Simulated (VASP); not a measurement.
Write the native input for VASP 6.6.1 that does the following.

- Task: single point
- Functional: PBE
- Potentials or basis: VASP PAW PBE potentials, release 64 (B, P)
- Cutoff: 500 eV
- k mesh: 10 × 10 × 10
- Occupations: gaussian, width 0.02 eV
- Spin: no spin polarisation
- Dipole correction: no
- Further INCAR settings: ALGO = Normal; EDIFF = 1e-06; NBANDS = 11

The structure of BP (m.bB) lies in POSCAR:

```
BP
1.0
    0.0000000000      2.2740785719      2.2740785719
    2.2740785719      0.0000000000      2.2740785719
    2.2740785719      2.2740785719      0.0000000000
B P
1 1
Direct
    0.0000000000      0.0000000000      0.0000000000
    0.2500000000      0.2500000000      0.2500000000
```

The input as run:

INCAR

```
  PREC = Accurate
  ENCUT = 500
  EDIFF = 1E-6
  ISMEAR = 0
  SIGMA = 0.02
  LREAL = F
  LASPH = T
  NELM = 120
  ALGO = Normal
  ISIF = 2
  LWAVE = F
  LCHARG = F
  GGA = PE
  NBANDS = 11
  GGA_COMPAT = F
```

KPOINTS

```
regular mesh
0
Gamma
  10 10 10
```

Potentials or basis: VASP PAW PBE potentials, release 64 (B, P).

Launch:

```bash
$ cat potpaw_PBE.64/B/POTCAR potpaw_PBE.64/P/POTCAR > POTCAR
$ mpirun -np 1 vasp_std > vasp.out
```

Results of the run:

| Property | Result |
| --- | --- |
| Pressure | -0.2 GPa |
| Band gap on the k mesh | 1.25 eV, indirect (least direct gap 3.39 eV) |

Run time: 11 s on 1 thread of Intel Xeon 8259CL, with other jobs on the host, peak memory 0.14 GiB.
